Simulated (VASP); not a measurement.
# NiO (Fm-3m) in VASP: settings compared

Aim: see how the results for NiO move with the level of theory and the settings. Levels: revPBE+D3(BJ), r2SCAN+rVV10. Tasks: single point.

All numbers are computed with VASP 6.6.1; they aren't measurements. Logs are shortened: lines on timing, memory, paths and dates and some standing lists are left out, and cuts for length are marked.

### Step 1. The cell of the first run

The structure is cubic, space group Fm-3m (No. 225). Conventional cell: a = 4.227 Å, b = 4.227 Å, c = 4.227 Å, α = 90.00°, β = 90.00°, γ = 90.00°. Ni (site symmetry m-3m) has 6 O at 2.11 Å within 2.8 Å. O (site symmetry m-3m) has 6 Ni at 2.11 Å within 2.8 Å.

### Step 2. Single point, revPBE+D3(BJ), collinear spin, ferromagnetic start

INCAR

```
SYSTEM = NiO
PREC     = Accurate       ! precision mode
ENCUT    = 520            ! plane-wave cutoff, eV
EDIFF    = 1E-6           ! SCF threshold, eV
ISMEAR   = -1             ! smearing method
SIGMA    = 0.05           ! smearing width, eV
LREAL    = .False.        ! projectors in reciprocal space
LASPH    = .True.         ! aspherical terms in the spheres
NELM     = 150            ! most SCF steps
ALGO     = Normal         ! electronic algorithm
ISIF     = 2              ! what is computed and relaxed
LWAVE    = .False.        ! write WAVECAR
LCHARG   = .False.        ! write CHGCAR
ISPIN    = 2              ! spin polarisation
MAGMOM   = 1 0            ! initial moments
LORBIT   = 11             ! projections on sites
LMAXMIX  = 4              ! l up to which the mixer works
GGA      = RE             ! functional
IVDW     = 12             ! dispersion correction
NBANDS   = 19             ! bands
```

KPOINTS

```
regular mesh
0
Gamma
  11 11 11
  0 0 0
```

POSCAR

```
NiO
1.0
    0.0000000000      2.1133508634      2.1133508634
    2.1133508634      0.0000000000      2.1133508634
    2.1133508634      2.1133508634      0.0000000000
Ni O
1 1
Direct
    0.0000000000      0.0000000000      0.0000000000
    0.5000000000      0.5000000000      0.5000000000
```

Potentials or basis: VASP PAW PBE potentials, release 64 (Ni, O).

Run with:

```sh
$ cat potpaw_PBE.64/Ni/POTCAR potpaw_PBE.64/O/POTCAR > POTCAR
$ mpirun -np 1 vasp_std > vasp.out
```

OUTCAR:

```text
SYSTEM = NiO
   PREC = Accurate
   ENCUT = 520
   EDIFF = 1E-6
   ISMEAR = -1
   LREAL = .False.
   LASPH = .True.
   NELM = 150
   ISIF = 2
   ISPIN = 2
   LORBIT = 11
   GGA = RE
   IVDW = 12
 IVDW          = 12

 ion  position               nearest neighbor table
   1  0.000  0.000  0.000-   2 2.11   2 2.11   2 2.11   2 2.11   2 2.11   2 2.11
   2  0.500  0.500  0.500-   1 2.11   1 2.11   1 2.11   1 2.11   1 2.11   1 2.11

  LATTYP: Found a face centered cubic cell.
 ALAT       =     4.2267017268

  Lattice vectors:

 A1 = (   0.0000000000,   2.1133508634,   2.1133508634)
 A2 = (   2.1133508634,   0.0000000000,   2.1133508634)
 A3 = (   2.1133508634,   2.1133508634,   0.0000000000)

Analysis of symmetry for initial positions (statically):
=====================================================================
 Subroutine PRICEL returns:
 Original cell was already a primitive cell.

 Routine SETGRP: Setting up the symmetry group for a
 face centered cubic supercell.

 Subroutine GETGRP returns: Found 48 space group operations
 (whereof 48 operations were pure point group operations)
 out of a pool of 48 trial point group operations.

The static configuration has the point symmetry O_h .

Analysis of symmetry for dynamics (positions and initial velocities):
=====================================================================
 Subroutine PRICEL returns:
 Original cell was already a primitive cell.

 Routine SETGRP: Setting up the symmetry group for a
 face centered cubic supercell.

 Subroutine GETGRP returns: Found 48 space group operations
 (whereof 48 operations were pure point group operations)
 out of a pool of 48 trial point group operations.

The dynamic configuration has the point symmetry O_h .

Analysis of structural, dynamic, and magnetic symmetry:
=====================================================================
 Subroutine PRICEL returns:
 Original cell was already a primitive cell.

 Routine SETGRP: Setting up the symmetry group for a
 face centered cubic supercell.

 Subroutine GETGRP returns: Found 48 space group operations
 (whereof 48 operations were pure point group operations)
 out of a pool of 48 trial point group operations.

The overall configuration has the point symmetry O_h .

 Subroutine INISYM returns: Found 48 space group operations
 (whereof 48 operations are pure point group operations),
 and found     1 'primitive' translations

----------------------------------------------------------------------------------------

                                     Primitive cell

  volume of cell :      18.8775

  direct lattice vectors                    reciprocal lattice vectors
     0.000000000  2.113350863  2.113350863    -0.236591097  0.236591097  0.236591097
     2.113350863  0.000000000  2.113350863     0.236591097 -0.236591097  0.236591097
     2.113350863  2.113350863  0.000000000     0.236591097  0.236591097 -0.236591097

  length of vectors
     2.988729453  2.988729453  2.988729453     0.409787801  0.409787801  0.409787801

  position of ions in fractional coordinates (direct lattice)
     0.000000000  0.000000000  0.000000000
     0.500000000  0.500000000  0.500000000

  ion indices of the primitive-cell ions
   primitive index   ion index
                 1           1
                 2           2

----------------------------------------------------------------------------------------

 KPOINTS: regular mesh

Automatic generation of k-mesh.
 Grid dimensions read from file:
 generate k-points for:   11   11   11

 Generating k-lattice:

  Cartesian coordinates                     Fractional coordinates (reciprocal lattice)
    -0.021508282  0.021508282  0.021508282     0.090909091  0.000000000  0.000000000
     0.021508282 -0.021508282  0.021508282     0.000000000  0.090909091  0.000000000
     0.021508282  0.021508282 -0.021508282     0.000000000  0.000000000  0.090909091

  Length of vectors
     0.037253436  0.037253436  0.037253436

  Shift w.r.t. Gamma in fractional coordinates (k-lattice)
     0.000000000  0.000000000  0.000000000

 Subroutine IBZKPT returns following result:
 ===========================================

 Found     56 irreducible k-points:

 Following reciprocal coordinates:
            Coordinates               Weight
  0.000000  0.000000  0.000000      1.000000
  0.090909  0.000000  0.000000      8.000000
  0.181818  0.000000  0.000000      8.000000
  0.272727  0.000000  0.000000      8.000000
  0.363636  0.000000  0.000000      8.000000
  0.454545  0.000000  0.000000      8.000000
[... 16 lines left out ...]
 -0.272727  0.181818  0.000000     24.000000
 -0.181818  0.181818  0.000000     12.000000
 [... further k-points ...]
   k-points           NKPTS =     56   k-points in BZ     NKDIM =     56   number of bands    NBANDS=     19
   number of dos      NEDOS =    301   number of ions     NIONS =      2
   total plane-waves  NPLWV =  13824
   dimension x,y,z NGX =    24 NGY =   24 NGZ =   24
   dimension x,y,z NGXF=    48 NGYF=   48 NGZF=   48
   ions per type =               1   1
   NGX,Y,Z   is equivalent  to a cutoff of  13.35, 13.35, 13.35 a.u.
   NGXF,Y,Z  is equivalent  to a cutoff of  26.70, 26.70, 26.70 a.u.
 SYSTEM =  NiO
   PREC   = accura    normal or accurate (medium, high low for compatibility)
   ISTART =      0    job   : 0-new  1-cont  2-samecut
   ICHARG =      2    charge: 1-file 2-atom 10-const
   ISPIN  =      2    spin polarized calculation?
   LNONCOLLINEAR =      F non collinear calculations
   LSORBIT =      F    spin-orbit coupling
   LASPH  =      T    aspherical Exc in radial PAW
   ENCUT  =  520.0 eV  38.22 Ry    6.18 a.u.   5.56  5.56  5.56*2*pi/ulx,y,z
   NELM   =    150;   NELMIN=  2; NELMDL= -5     # of ELM steps
   EDIFF  = 0.1E-05   stopping-criterion for ELM
   LREAL  =      F    real-space projection
   EDIFFG = 0.1E-04   stopping-criterion for IOM
   NSW    =      0    number of steps for IOM
   IBRION =     -1    ionic relax: 0-MD 1-quasi-New 2-CG
   NFREE  =      0    steps in history (QN), initial steepest desc. (CG)
   ISIF   =      2    stress and relaxation
   ISYM   =      2    0-nonsym 1-usesym 2-fastsym
   POTIM  = 0.5000    time-step for ionic-motion
   TEBEG  =    0.0;   TEEND  =   0.0 temperature during run
   PSTRESS=    0.0 pullay stress
   NELECT =      16.0000    total number of electrons
   NUPDOWN=      -1.0000    fix difference up-down
   EMIN   =  10.00;   EMAX   =-10.00  energy-range for DOS
   EFERMI =   0.00;   METHOD = LEGACY
   ISMEAR =    -1;   SIGMA  =   0.05  broadening in eV -4-tet -1-fermi 0-gaus
   EFERMI_NEDOS =   21; number of points for ismear=-14 and -15
   IALGO  =     38    algorithm
   IMIX   =      4    mixing-type and parameters
     AMIX     =   0.40;   BMIX     =  1.00
     AMIX_MAG =   1.60;   BMIX_MAG =  1.00
  volume/ion in A,a.u.               =       9.44        63.70
  Fermi-wavevector in a.u.,A,eV,Ry     =   1.549292  2.927737 32.658133  2.400305
  Thomas-Fermi vector in A             =   2.654120
   LORBIT       =     11    0 simple, 1 ext, 2 COOP (PROOUT), +10 PAW based schemes
   GGA     = RE    functional components
   LHFCALC =     F    Hartree Fock is set to
   AEXX    =    0.0000 exact exchange contribution
   IVDW    =    12    specifies the selected vdW correction
   LEPSILON=     F    determine dielectric tensor
   LRPA    =     F    only Hartree local field effects (RPA)
 spin polarized calculation
  energy-cutoff  :      520.00
  volume of cell :       18.88
 maximum number of plane-waves:       532
 NGX is ok and might be reduce to    24
   NGX = 11   NGY = 11   NGZ = 11

 number of electron      16.0000016 magnetization       1.8504009

 Free energy of the ion-electron system (eV)
  ---------------------------------------------------
  ext. energy  EPLUGINS =         0.00000000
  ---------------------------------------------------
  free energy    TOTEN  =       -10.75319168 eV

  energy without entropy =      -10.74570226  energy(sigma->0) =      -10.74944697

 E-fermi :   7.4819     XC(G=0): -12.3342

 val. band max:        7.4769567385   @ k =  -0.3636   0.1818   0.0000
 cond. band min:       7.5277667661   @ k =  -0.2727   0.1818   0.0000
 fundamental gap:      0.0508100275
 Fermi energy:         7.4818920518

 spin component 1

 k-point     1 :       0.0000    0.0000    0.0000
  band No.  band energies     occupation
      1     -12.5685      1.00000
      2       4.2925      1.00000
      3       4.2925      1.00000
      4       4.6814      1.00000
      5       4.6814      1.00000
      6       4.6814      1.00000
[... 11 lines left out ...]
     18      32.9963      0.00000
     19      32.9963      0.00000
[... 485 lines left out ...]
 k-point    24 :      -0.1818    0.1818    0.0000
  band No.  band energies     occupation
      1     -11.8074      1.00000
      2       1.1558      1.00000
      3       2.1750      1.00000
      4       2.9001      1.00000
      5       4.8659      1.00000
      6       5.1545      1.00000
[... 11 lines left out ...]
     18      37.8676      0.00000
     19      39.0580      0.00000

 [... further k-points ...]

 spin component 2

 k-point     1 :       0.0000    0.0000    0.0000
  band No.  band energies     occupation
      1     -12.0957      1.00000
      2       5.2313      1.00000
      3       5.2313      1.00000
      4       5.2313      1.00000
      5       5.7047      1.00000
      6       5.7048      1.00000
[... 11 lines left out ...]
     18      33.6025      0.00000
     19      33.6027      0.00000
[... 485 lines left out ...]
 k-point    24 :      -0.1818    0.1818    0.0000
  band No.  band energies     occupation
      1     -11.3033      1.00000
      2       1.7612      1.00000
      3       3.4440      1.00000
      4       3.5060      1.00000
      5       6.0362      1.00000
      6       6.5639      1.00000
[... 11 lines left out ...]
     18      38.2897      0.00000
     19      39.1870      0.00000

 [... further k-points ...]

------------------------ aborting loop because EDIFF is reached ----------------------------------------

 Edisp (eV)   -1.01429

 E8    (eV) :    -0.6642

  FORCE on cell =-STRESS in cart. coord.  units (eV):
  Direction    XX          YY          ZZ          XY          YZ          ZX
  --------------------------------------------------------------------------------------
  -------------------------------------------------------------------------------------
  Total      -0.50927    -0.50927    -0.50927    -0.00000    -0.00000     0.00000
  in kB     -43.22295   -43.22295   -43.22295    -0.00000    -0.00000     0.00000
  external pressure =      -43.22 kB  Pullay stress =        0.00 kB

 VOLUME and BASIS-vectors are now :
 -----------------------------------------------------------------------------
  energy-cutoff  :      520.00
  volume of cell :       18.88
      direct lattice vectors                 reciprocal lattice vectors
     0.000000000  2.113350863  2.113350863    -0.236591097  0.236591097  0.236591097
     2.113350863  0.000000000  2.113350863     0.236591097 -0.236591097  0.236591097
     2.113350863  2.113350863  0.000000000     0.236591097  0.236591097 -0.236591097

 POSITION                                       TOTAL-FORCE (eV/Angst)
 -----------------------------------------------------------------------------------
      0.00000      0.00000      0.00000        -0.000000      0.000000      0.000000
      2.11335      2.11335      2.11335         0.000000     -0.000000     -0.000000
 -----------------------------------------------------------------------------------
    total drift:                                0.000000     -0.000000     -0.000000

  FREE ENERGIE OF THE ION-ELECTRON SYSTEM (eV)
  ---------------------------------------------------
  free  energy   TOTEN  =       -11.7674829708 eV

  energy  without entropy=      -11.7599935463  energy(sigma->0) =      -11.76373826

 total charge

# of ion       s       p       d       tot
------------------------------------------
    1        0.319   0.377   8.207   8.904
    2        1.560   3.419   0.000   4.978
--------------------------------------------------
tot          1.879   3.796   8.207  13.882

 magnetization (x)

# of ion       s       p       d       tot
------------------------------------------
    1        0.011   0.014   1.493   1.518
    2        0.027   0.261   0.000   0.288
--------------------------------------------------
tot          0.038   0.274   1.493   1.805
```

Wall time 27 s (1 thread of Intel Xeon Platinum 8559C (Emerald Rapids), shared host); peak memory 0.18 GiB.

Results:

| Property | Result |
| --- | --- |
| Free energy | -11.7675 eV |
| Pressure | -4.3 GPa |
| Net moment | 1.85 μB per cell |
| Site moments | Ni +1.52; O +0.29 μB |
| Valence electrons inside the program's atomic spheres | Ni 8.90; O 4.98 |
| Dispersion energy per atom | -0.507 eV |

Levels at points of the mesh, in eV from the Fermi level:
Spin up:
```
           k point  band 7  band 8  band 9  band 10  band 11  band 12
(0.00, 0.00, 0.00)   -2.63   -2.63   -2.63     1.40    17.81    18.70
```
Spin down:
```tsv
k point	band 3	band 4	band 5	band 6	band 7	band 8	band 9	band 10	band 11	band 12
(0.00, 0.00, 0.00)	-2.25	-2.25	-1.78	-1.78	-1.78	-0.43	-0.43	1.76	17.71	18.89
```

Caveat: the PAW data sets were made with another functional, which shifts forces and pressure a little; a cell with one magnetic atom can't hold antiferromagnetic order, which such compounds often take; semilocal functionals often make such compounds metallic where correlation or magnetic order opens a gap, which also shifts bond lengths; pairwise dispersion overbinds metals, which lowers pressure and volume. With open d or f shells a metallic result of revPBE can be an artefact of self-interaction; +U or a hybrid may open a gap.

(Continued in part 2 of 2.)
